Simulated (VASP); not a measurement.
Runs of VASP 6.6.1 on Rh. The structure is that of space group P6_3/mmc (No. 194), or close to it. The cells are those of the table. 

| potentials or basis | cell | cutoff (eV) | second run | gap on the mesh (eV) | pressure (GPa) |
| --- | --- | --- | --- | --- | --- |
| VASP PAW LDA potentials, release 64 (Rh_sv_GW) | a = 2.637, b = 2.637, c = 4.276 Å, angles 90.0, 90.0, 120.0°, 2 atoms | 530 | valence_matched | none | 8.8 |
| VASP PAW LDA potentials, release 64 (Rh_pv) | a = 2.776, b = 2.776, c = 4.501 Å, angles 90.0, 90.0, 120.0°, 2 atoms | 520 | - | none | (b) |
| VASP PAW LDA potentials, release 64 (Rh_pv) | a = 2.708, b = 2.708, c = 4.391 Å, angles 90.0, 90.0, 120.0°, 2 atoms | 520 | - | none | -12.6 |
| VASP PAW LDA potentials, release 64 (Rh_pv) | a = 2.685, b = 2.685, c = 4.353 Å, angles 90.0, 90.0, 120.0°, 2 atoms | 520 | - | none | -5.7 |
| VASP PAW LDA potentials, release 64 (Rh_pv) | a = 2.754, b = 2.754, c = 4.465 Å, angles 90.0, 90.0, 120.0°, 2 atoms | 520 | - | none | (a) |
| VASP PAW LDA potentials, release 64 (Rh_pv) | a = 2.798, b = 2.798, c = 4.537 Å, angles 90.0, 90.0, 120.0°, 2 atoms | 520 | - | none | -30.7 |
| VASP PAW LDA potentials, release 64 (Rh_pv) | a = 2.661, b = 2.661, c = 4.315 Å, angles 90.0, 90.0, 120.0°, 2 atoms | 520 | - | none | 2.3 |
| VASP PAW LDA potentials, release 64 (Rh_pv) | a = 2.819, b = 2.819, c = 4.571 Å, angles 90.0, 90.0, 120.0°, 2 atoms | 520 | - | none | -33.5 |
| VASP PAW LDA potentials, release 64 (Rh_pv) | a = 2.637, b = 2.637, c = 4.276 Å, angles 90.0, 90.0, 120.0°, 2 atoms | 520 | - | none | 11.8 |
| VASP PAW LDA potentials, release 64 (Rh_pv) | a = 2.731, b = 2.731, c = 4.428 Å, angles 90.0, 90.0, 120.0°, 2 atoms | 520 | - | none | -18.3 |
| VASP PAW LDA potentials, release 64 (Rh_sv_GW) | a = 2.661, b = 2.661, c = 4.315 Å, angles 90.0, 90.0, 120.0°, 2 atoms | 530 | valence_matched | none | -0.6 |

Alike in all rows: task single point; level LDA; no spin polarisation; k mesh 12 × 12 × 7; smearing fermi-dirac 0.1 eV.

Question: Estimate the missing entries.

Answer: (a) -23.2; (b) -27.3.

A k mesh can miss the band edges, and the runs leave out spin-orbit coupling on Rh.

A gap of «none» marks levels without a gap at the run's occupations.

The runs don't all hold the same shells in valence.
